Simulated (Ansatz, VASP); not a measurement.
## TiO2: VASP beside Ansatz

File INCAR:

```
SYSTEM = TiO2
PREC = Accurate
ENCUT = 520
EDIFF = 1E-7
ISMEAR = -1
SIGMA = 0.05
LREAL = .False.
LASPH = .True.
NELM = 60
ALGO = Normal
ISIF = 2
LWAVE = .False.
LCHARG = .False.
GGA = CA
NBANDS = 19
```

Contents of KPOINTS:

```
regular mesh
0
Gamma
  10 10 10
  0 0 0
```

The input POSCAR:

```
TiO2
1.0
    1.4770945154      0.8528009160      6.8871876337
   -1.4770945154      0.8528009160      6.8871876337
    0.0000000000     -1.7056018321      6.8871876337
Ti O
1 2
Direct
    0.0000000000      0.0000000000      0.0000000000
    0.3795330000      0.3795330000      0.3795330000
    0.6204670000      0.6204670000      0.6204670000
```

The input input.yaml:

```yaml
crystal:
  lattice:
    - [1.4770945154, 0.852800916, 6.8871876337]
    - [-1.4770945154, 0.852800916, 6.8871876337]
    - [0.0, -1.7056018321, 6.8871876337]
  atoms:
    - { symbol: Ti, position: [0.0, 0.0, 0.0] }
    - { symbol: O, position: [0.379533, 0.379533, 0.379533] }
    - { symbol: O, position: [0.620467, 0.620467, 0.620467] }
kpoints:
  mp_grid: { grid: [10, 10, 10] }
scf:
  occupations: { method: fermi_dirac, width: 0.05 }
hamiltonian:
  xc: lda
  pseudopotentials: { kind: all_electron, lapw: { basis_error: 0.002 } }
output:
  forces: true
  stress: true
  eigenvalues: true
```

Change from the starting cell: volume scaled by 0.96.

Alike in both runs: task single point; functional LDA; k mesh 10 × 10 × 10; occupations fermi-dirac, width 0.05 eV; no spin polarisation.

|  | VASP | Ansatz |
| --- | --- | --- |
| version | VASP 6.6.1 | Ansatz 0.2.0 |
| potentials or method | VASP PAW LDA potentials, release 64 (Ti_sv, O), cutoff 520 eV | all-electron LAPW, scalar-relativistic |

```csv
,VASP,Ansatz,Ansatz less VASP
gap on the k mesh at the Fermi level (eV),2.72,2.75,+0.027
least direct gap on the mesh (eV),2.88,2.91,+0.023
pressure (GPa),-1.8,-2.4,-0.64
"traceless stress, the component that is largest in VASP (GPa)",0.67,1.00,+0.326
rms of the force components (eV/Å),0.074,0.110,+0.0364
```

LDA's correlation is that of Perdew and Zunger in VASP and of Perdew and Wang (1992) in Ansatz. Atom by atom the forces differ by 0.036 eV/Å (rms over components). Ansatz ran all-electron here, and VASP with PAW potentials.
